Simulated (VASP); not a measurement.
A run of VASP 6.6.1 is set up as follows.

The input POSCAR:

```
CuO
1.0
    2.3261324123     -1.6998144190      0.0000000000
    2.3261324123      1.6998144190      0.0000000000
   -0.8443223728      0.0000000000      5.0239229397
Cu O
2 2
Direct
    0.5000000000      0.0000000000      0.5000000000
    0.0000000000      0.5000000000      0.0000000000
    0.4184000000      0.5816000000      0.7500000000
    0.5816000000      0.4184000000      0.2500000000
```

Contents of INCAR.step1:

```
ALGO = Normal
EDIFF = 1E-4
ENCUT = 520
GGA = PE
ISMEAR = -1
LASPH = T
LCHARG = F
LREAL = F
LWAVE = T
NBANDS = 25
NELM = 100
PREC = Accurate
SIGMA = 0.05
```

The input INCAR.step2:

```
ALGO = Normal
EDIFF = 1E-6
ENCUT = 520
ISIF = 2
ISMEAR = -1
ISTART = 1
IVDW = 13
LASPH = T
LCHARG = T
LELF = T
LMIXTAU = T
LREAL = F
LVHAR = T
LWAVE = F
METAGGA = R2SCAN
NBANDS = 25
NELM = 100
PREC = Accurate
SIGMA = 0.05
VDW_A1 = 0.51559235
VDW_A2 = 5.77342911
VDW_S6 = 1.0
VDW_S8 = 0.6018749
```

KPOINTS

```
k-points
0
Gamma
  10 10 5
```

Potentials or basis: VASP PAW PBE potentials, release 64 (Cu, O).

Run with:

```bash
$ cat potpaw_PBE.64/Cu/POTCAR potpaw_PBE.64/O/POTCAR > POTCAR
$ cp INCAR.step1 INCAR
$ mpirun -np 1 vasp_std > vasp.out
$ cp INCAR.step2 INCAR
$ mpirun -np 1 vasp_std > vasp.out
```

**Question.** Estimate the dispersion energy per atom.

**Answer.** -0.122 eV.

**Question.** What does it give for the largest force?

**Answer.** 0.173 eV/Å.

**Question.** Estimate the band gap on the k mesh.

**Answer.** Zero (bands 17 and 18 overlap by 0.59 eV).

Stress tensor (GPa, compression positive):
```
 1.87  0.00 -1.18
 0.00  2.51  0.00
-1.18  0.00  1.57
```

Caveat: the PAW data sets were made with another functional, which shifts forces and pressure a little; semilocal functionals often make such compounds metallic where correlation or magnetic order opens a gap, which also shifts bond lengths. With open d or f shells a metallic result of r2SCAN can be an artefact of self-interaction; +U or a hybrid may open a gap.
